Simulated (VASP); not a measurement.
Set up this calculation in VASP 6.6.1, as the native input.

| Property | Result |
| --- | --- |
| Task | single point |
| Functional | r2SCAN |
| Potentials or basis | VASP PAW PBE potentials, release 64 (Mg, Te, Zn) |
| Cutoff | 520 eV |
| k mesh | 6 × 6 × 4 |
| Occupations | gaussian, width 0.01 eV |
| Spin | no spin polarisation |
| Dipole correction | no |
| Further INCAR settings | ALGO = Normal; EDIFF = 1e-07; NBANDS = 21 |

MgZnTe2:

```
CELL_PARAMETERS angstrom
4.34223 0.00000 0.00000
0.00000 4.34223 0.00000
0.00000 0.00000 6.21253
ATOMIC_POSITIONS crystal
Mg 0.00000 0.00000 0.00000
Te 0.00000 0.50000 0.26494
Te 0.50000 0.00000 0.73506
Zn 0.50000 0.50000 0.50000
```

This cell differs from its parent crystal: volume changed by -6%.

The input as run:

POSCAR

```
MgZnTe2
1.0
    4.3422259464      0.0000000000      0.0000000000
    0.0000000000      4.3422259464      0.0000000000
    0.0000000000      0.0000000000      6.2125296568
Mg Te Zn
1 2 1
Direct
    0.0000000000      0.0000000000      0.0000000000
    0.0000000000      0.5000000000      0.2649431998
    0.5000000000      0.0000000000      0.7350568002
    0.5000000000      0.5000000000      0.5000000000
```

INCAR.step1

```
ALGO = Normal
EDIFF = 1E-4
ENCUT = 520
GGA = PE
ISMEAR = 0
LASPH = T
LCHARG = F
LREAL = F
LWAVE = T
NBANDS = 21
NELM = 60
PREC = Accurate
SIGMA = 0.01
```

INCAR.step2

```
ALGO = Normal
EDIFF = 1E-7
ENCUT = 520
ISIF = 2
ISMEAR = 0
ISTART = 1
LASPH = T
LCHARG = F
LMIXTAU = T
LREAL = F
LWAVE = F
METAGGA = R2SCAN
NBANDS = 21
NELM = 60
PREC = Accurate
SIGMA = 0.01
```

KPOINTS

```
k-points
0
Gamma
  6 6 4
```

Potentials or basis: VASP PAW PBE potentials, release 64 (Mg, Te, Zn).

Run with:

```bash
$ cat potpaw_PBE.64/Mg/POTCAR potpaw_PBE.64/Te/POTCAR potpaw_PBE.64/Zn/POTCAR > POTCAR
$ cp INCAR.step1 INCAR
$ mpirun -np 1 vasp_std > vasp.out
$ cp INCAR.step2 INCAR
$ mpirun -np 1 vasp_std > vasp.out
```

Results of the run:

| Quantity | Value |
| --- | --- |
| Pressure | 3.0 GPa |
| Largest force | 0.046 eV/Å |
| Band gap on the k mesh | 2.31 eV, direct |

Caveat: the PAW data sets were made with another functional, which shifts forces and pressure a little; spin-orbit coupling is left out, which moves the levels of the heavy elements.

Run time: 2.3 min on 1 thread of Intel(R) Xeon(R) Platinum 8375C CPU @ 2.90GHz (Ice Lake) (shared host), peak memory 0.28 GiB.
